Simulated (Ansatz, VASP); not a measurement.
# Mo: VASP beside Ansatz

The input INCAR:

```
SYSTEM = Mo
ALGO = Normal
EDIFF = 1E-6
ENCUT = 520
GGA = CA
ISIF = 2
ISMEAR = 0
LASPH = .True.
LCHARG = .False.
LREAL = .False.
LWAVE = .False.
NBANDS = 13
NELM = 60
PREC = Accurate
SIGMA = 0.15
```

KPOINTS

```
k-points
0
Gamma
  20 20 20
  0 0 0
```

The input POSCAR:

```
Mo
1.0
    0.0000000000      1.9545500000      1.9545500000
    1.9545500000      0.0000000000      1.9545500000
    1.9545500000      1.9545500000      0.0000000000
Mo
1
Direct
    0.0000000000      0.0000000000      0.0000000000
```

Input for Ansatz:

```yaml
crystal:
  lattice:
    - [0.0, 1.95455, 1.95455]
    - [1.95455, 0.0, 1.95455]
    - [1.95455, 1.95455, 0.0]
  atoms:
    - { symbol: Mo, position: [0.0, 0.0, 0.0] }
basis:
  ecutwfc: 420
kpoints:
  mp_grid: { grid: [20, 20, 20] }
hamiltonian:
  xc: lda
scf:
  occupations: { method: gaussian, width: 0.15 }
output:
  forces: true
  stress: true
  eigenvalues: true
```

Change from the starting cell: strain -0.030 along x and y, -0.030 along z, atoms carried along.

Alike in both runs: task single point; functional LDA; k mesh 20 × 20 × 20; occupations gaussian, width 0.15 eV; no spin polarisation.

|  | VASP | Ansatz |
| --- | --- | --- |
| version | VASP 6.6.1 | Ansatz 0.2.0 |
| potentials or method | VASP PAW LDA potentials, release 64 (Mo_sv), cutoff 520 eV | scalar-relativistic, plane waves, PAW |
| valence electrons in the cell | 14 | 14 |

Ansatz gave:

| Property | Result |
| --- | --- |
| gap on the k mesh at the Fermi level (eV) | none |
| pressure (GPa) | 5.8 |

Question: What did VASP give for the same quantities?

Answer: gap on the k mesh at the Fermi level (eV): none; pressure (GPa): 7.0.

LDA's correlation is that of Perdew and Zunger in VASP and of Perdew and Wang (1992) in Ansatz. A gap of «none» marks a metal or a gap that the smearing closes.
